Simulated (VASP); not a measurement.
A run of VASP 6.6.1:

Contents of INCAR:

```
SYSTEM = LuP
ALGO = Normal
EDIFF = 1E-6
ENCUT = 520
GGA = PS
ISIF = 2
ISMEAR = 0
LASPH = .True.
LCHARG = .True.
LELF = .True.
LREAL = .False.
LVHAR = .True.
LWAVE = .False.
NBANDS = 22
NELM = 60
PREC = Accurate
SIGMA = 0.05
```

File KPOINTS:

```
k-points
0
Gamma
  10 10 10
  0 0 0
```

Contents of POSCAR:

```
LuP
1.0
    0.0000000000      2.7691987628      2.7691987628
    2.7691987628      0.0000000000      2.7691987628
    2.7691987628      2.7691987628      0.0000000000
Lu P
1 1
Direct
    0.5000000000      0.5000000000      0.5000000000
    0.0000000000      0.0000000000      0.0000000000
```

Potentials or basis: VASP PAW PBE potentials, release 64 (Lu, P).

Run with:

```bash
$ cat potpaw_PBE.64/Lu/POTCAR potpaw_PBE.64/P/POTCAR > POTCAR
$ mpirun -np 1 vasp_std > vasp.out
```

Hardware: 1 thread of Intel(R) Xeon(R) Platinum 8259CL CPU @ 2.50GHz (Skylake/Cascade Lake), with other jobs on the host.

**Question.** How long does it take, and how much memory?

**Answer.** Run time: 53 s on 1 thread of Intel(R) Xeon(R) Platinum 8259CL CPU @ 2.50GHz (Skylake/Cascade Lake), with other jobs on the host, peak memory 0.2 GiB. Counts: scf iterations 12, k points 47.
